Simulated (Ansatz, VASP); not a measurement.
Two plane-wave programs on AlP

Contents of INCAR:

```
ALGO = Normal ; EDIFF = 1E-6
ENCUT = 500 ; GGA = PE
GGA_COMPAT = False ; ISIF = 2
ISMEAR = 0 ; IVDW = 12
LASPH = True ; LCHARG = False
LREAL = False ; LWAVE = False
NBANDS = 11 ; NELM = 120
PREC = Accurate ; SIGMA = 0.05
```

Contents of KPOINTS:

```
k-points
0
Gamma
  8 8 8
```

Contents of POSCAR:

```
AlP
1.0
    0.0000000000      2.7291283294      2.7291283294
    2.7291283294      0.0000000000      2.7291283294
    2.7291283294      2.7291283294      0.0000000000
Al P
1 1
Direct
    0.0000000000      0.0000000000      0.0000000000
    0.7500000000      0.7500000000      0.7500000000
```

Input for Ansatz:

```yaml
crystal:
  lattice:
    - [0.0, 2.7291283294, 2.7291283294]
    - [2.7291283294, 0.0, 2.7291283294]
    - [2.7291283294, 2.7291283294, 0.0]
  atoms:
    - { symbol: Al, position: [0.0, 0.0, 0.0] }
    - { symbol: P, position: [0.75, 0.75, 0.75] }
basis:
  ecutwfc: 420
  ecutrho_ratio: 4
kpoints:
  mp_grid: { grid: [8, 8, 8] }
hamiltonian:
  xc: pbe
  dispersion: d3bj
scf:
  occupations: { method: gaussian, width: 0.05 }
output:
  forces: true
  stress: true
  eigenvalues: true
```

Alike in both runs: task single point; functional PBE; dispersion D3(BJ); k mesh 8 × 8 × 8; occupations gaussian, width 0.05 eV; no spin polarisation.

|  | VASP | Ansatz |
| --- | --- | --- |
| version | VASP 6.6.1 | Ansatz 0.2.0 |
| potentials or method | VASP PAW PBE potentials, release 64 (Al, P), cutoff 500 eV | scalar-relativistic, plane waves, PAW |
| valence electrons in the cell | 8 | 8 |

```tsv
	VASP	Ansatz	Ansatz less VASP
gap on the k mesh at the Fermi level (eV)	1.58	1.58	+0.002
least direct gap on the mesh (eV)	3.31	3.32	+0.002
pressure (GPa)	-0.4	-0.3	+0.10
```
